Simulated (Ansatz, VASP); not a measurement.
## Two plane-wave programs on Mg

```
Mg
1.0
     3.19531    0.00000    0.00000
    -1.59766    2.76722    0.00000
     0.00000    0.00000    5.18794
Mg
2
Direct
  0.33333 0.66667 0.25000
  0.66667 0.33333 0.75000
```

Alike in both runs: task single point; functional PBE; k mesh 11 × 11 × 6; no spin polarisation.

|  | VASP | Ansatz |
| --- | --- | --- |
| version | VASP 6.6.1 | Ansatz 0.2.0 |
| potentials or method | VASP PAW PBE potentials, release 64 (Mg), cutoff 520 eV | plane waves (420 eV) with PAW, scalar-relativistic |
| occupations | methfessel-paxton of order 1, width 0.6 eV | cold, width 0.6 eV |
| valence electrons in the cell | 4 | 20 |

|  | VASP | Ansatz | Ansatz less VASP |
| --- | --- | --- | --- |
| pressure (GPa) | -0.1 | 0.0 | +0.13 |
| traceless stress, the component that is largest in VASP (GPa) | -0.03 | -0.14 | -0.107 |

VASP's potentials hold 4 valence electrons a cell and Ansatz's 20, so a difference there can come from the potentials and not from the codes.
